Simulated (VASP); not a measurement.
A run of VASP 6.6.1:

INCAR

```
SYSTEM = HfN
AGGAC    = 1.0          
AGGAX    = 1.0          
ALDAC    = 0.0          
ALDAX    = 1.0          
ALGO     = Normal         ! electronic algorithm
EDIFF    = 1E-6           ! SCF threshold, eV
EDIFFG   = -0.02          ! ionic threshold
ENCUT    = 600            ! plane-wave cutoff, eV
GGA      = B5             ! functional
IBRION   = 2              ! ionic algorithm
ISIF     = 3              ! what is computed and relaxed
ISMEAR   = 1              ! smearing method
IVDW     = 12             ! dispersion correction
LASPH    = .True.         ! aspherical terms in the spheres
LCHARG   = .False.        ! write CHGCAR
LREAL    = .False.        ! projectors in reciprocal space
LWAVE    = .False.        ! write WAVECAR
NELM     = 100            ! most SCF steps
NSW      = 80             ! ionic steps
PREC     = Accurate       ! precision mode
SIGMA    = 0.05           ! smearing width, eV
VDW_A1   = 0.4298       
VDW_A2   = 4.2359       
VDW_S6   = 1.0          
VDW_S8   = 2.6996
```

Contents of KPOINTS:

```
k-points
0
Gamma
  9 9 5
  0 0 0
```

File POSCAR:

```
HfN
1.0
    3.1339080000      0.0000000000      0.0000000000
   -1.5669540000      2.7140439411      0.0000000000
    0.0000000000      0.0000000000      5.4167680000
Hf N
2 2
Direct
    0.6666666667      0.3333333333      0.7500000000
    0.3333333333      0.6666666667      0.2500000000
    0.0000000000      0.0000000000      0.0000000000
    0.0000000000      0.0000000000      0.5000000000
```

Potentials or basis: VASP PAW PBE potentials, release 64 (Hf_pv, N).

Run with:

```sh
$ cat potpaw_PBE.64/Hf_pv/POTCAR potpaw_PBE.64/N/POTCAR > POTCAR
$ mpirun -np 1 vasp_std > vasp.out
```

Hardware: 1 thread of AMD EPYC 7R13 Processor (Zen 3), on a shared host.

Question: How long does it take, and how much memory?

Answer: It took 2.3 min on 1 thread of AMD EPYC 7R13 Processor (Zen 3), with other jobs on the host, peak memory 0.18 GiB. Counts: scf iterations 36, k points 36, ion steps 5.
